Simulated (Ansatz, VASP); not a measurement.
**Cu2Pt: VASP beside Ansatz**

POSCAR

```
Cu2Pt
1.0
    0.0000000000      3.4516569955      3.4516569955
    3.4516569955      0.0000000000      3.4516569955
    3.4516569955      3.4516569955      0.0000000000
Cu Pt
4 2
Direct
    0.6250000000      0.6250000000      0.6250000000
    0.1250000000      0.6250000000      0.6250000000
    0.6250000000      0.6250000000      0.1250000000
    0.6250000000      0.1250000000      0.6250000000
    0.0000000000      0.0000000000      0.0000000000
    0.2500000000      0.2500000000      0.2500000000
```

The input INCAR.step1:

```
SYSTEM = Cu2Pt
PREC = Accurate
ENCUT = 520
ISMEAR = 0
SIGMA = 0.1
LREAL = .False.
LASPH = .True.
NELM = 100
NBANDS = 41
GGA = PE
ALGO = Normal
EDIFF = 1E-4
LWAVE = .True.
LCHARG = .False.
```

File INCAR.step2:

```
SYSTEM = Cu2Pt
PREC = Accurate
ENCUT = 520
EDIFF = 1E-6
ISMEAR = 0
SIGMA = 0.1
LREAL = .False.
LASPH = .True.
NELM = 100
ALGO = Normal
ISIF = 2
LWAVE = .False.
LCHARG = .False.
METAGGA = R2SCAN
LMIXTAU = .True.
NBANDS = 41
ISTART = 1
```

Contents of KPOINTS:

```
Automatic mesh
0
Gamma
  4 4 4
  0 0 0
```

Input for Ansatz:

```yaml
crystal:
  lattice:
    - [0.0, 3.4516569955, 3.4516569955]
    - [3.4516569955, 0.0, 3.4516569955]
    - [3.4516569955, 3.4516569955, 0.0]
  atoms:
    - { symbol: Cu, position: [0.625, 0.625, 0.625] }
    - { symbol: Cu, position: [0.125, 0.625, 0.625] }
    - { symbol: Cu, position: [0.625, 0.625, 0.125] }
    - { symbol: Cu, position: [0.625, 0.125, 0.625] }
    - { symbol: Pt, position: [0.0, 0.0, 0.0] }
    - { symbol: Pt, position: [0.25, 0.25, 0.25] }
basis:
  ecutwfc: 500
kpoints:
  mp_grid: { grid: [4, 4, 4] }
hamiltonian:
  xc: r2scan
scf:
  occupations: { method: gaussian, width: 0.1 }
  lower_state_search: "off"
output:
  forces: true
  stress: true
  eigenvalues: true
```

Alike in both runs: task single point; functional r2SCAN; k mesh 4 × 4 × 4; occupations gaussian, width 0.1 eV; no spin polarisation.

|  | VASP | Ansatz |
| --- | --- | --- |
| version | VASP 6.6.1 | Ansatz 0.2.0 |
| potentials or method | VASP PAW PBE potentials, release 64 (Cu, Pt), cutoff 520 eV | scalar-relativistic, plane waves, PAW |
| valence electrons in the cell | 64 | 112 |

|  | VASP | Ansatz | Ansatz less VASP |
| --- | --- | --- | --- |
| gap on the k mesh at the Fermi level (eV) | none | none | - |
| pressure (GPa) | -13.3 | -13.7 | -0.35 |

VASP's potentials were made for PBE, not for r2SCAN. A gap of «none» marks a metal or a gap that the smearing closes. VASP's potentials hold 64 valence electrons a cell and Ansatz's 112, so a difference there can come from the potentials and not from the codes.

The k mesh is coarse, so the values compare programs but aren't converged. Neither program's run includes spin-orbit coupling.
